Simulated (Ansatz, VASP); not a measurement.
# One calculation of Mg, two programs

File INCAR:

```
ALGO = Normal
EDIFF = 1E-7
ENCUT = 520
GGA_COMPAT = False
ISIF = 2
ISMEAR = -1
LASPH = True
LCHARG = True
LNONCOLLINEAR = True
LORBIT = 11
LORBMOM = True
LREAL = False
LSORBIT = True
LVHAR = True
LWAVE = False
MAGMOM = 0 0 0 0 0 0
NBANDS = 16
NELM = 150
PREC = Accurate
SIGMA = 0.1
```

The input KPOINTS:

```
k-points
0
Gamma
  8 8 8
```

The input POSCAR:

```
Mg
1.0
    0.0000000000      3.3464940607      3.3464940607
    3.3464940607      0.0000000000      3.3464940607
    3.3464940607      3.3464940607      0.0000000000
Mg
2
Direct
    0.1250000000      0.1250000000      0.1250000000
    0.8750000000      0.8750000000      0.8750000000
```

Input for Ansatz:

```yaml
crystal:
  lattice:
    - [0.0, 3.3464940607, 3.3464940607]
    - [3.3464940607, 0.0, 3.3464940607]
    - [3.3464940607, 3.3464940607, 0.0]
  atoms:
    - { symbol: Mg, position: [0.125, 0.125, 0.125] }
    - { symbol: Mg, position: [0.875, 0.875, 0.875] }
hamiltonian:
  xc: lda
  pseudopotentials:
    kind: paw_fr
    azcp:
      Mg: "pseudopotentials/Mg.paw.azcp"
basis:
  ecutwfc: 420
  fft_grid_basis: typed
kpoints:
  mp_grid: { grid: [8, 8, 8], shift: [0, 0, 0] }
magnetization:
  noncollinear: true
  spin_orbit: true
scf:
  occupations: { method: fermi_dirac, width: 0.1 }
```

Alike in both runs: task single point; functional LDA; k mesh 8 × 8 × 8; occupations fermi-dirac, width 0.1 eV; non-collinear spin, spin-orbit coupling.

```csv
,VASP,Ansatz
version,VASP 6.6.1,Ansatz 0.2.0
potentials or method,"VASP PAW LDA potentials, release 64 (Mg), cutoff 520 eV","plane waves (420 eV) with PAW, fully relativistic with spin-orbit coupling"
valence electrons in the cell,4,20
```

|  | VASP | Ansatz | Ansatz less VASP |
| --- | --- | --- | --- |
| net moment per atom (μB) | 0.00 | 0.00 | 0.000 |

Ansatz warns that its potentials were made for another functional, while VASP's fit it. LDA's correlation is that of Perdew and Zunger in VASP and of Perdew and Wang (1992) in Ansatz. VASP's potentials hold 4 valence electrons a cell and Ansatz's 20, so a difference there can come from the potentials and not from the codes.
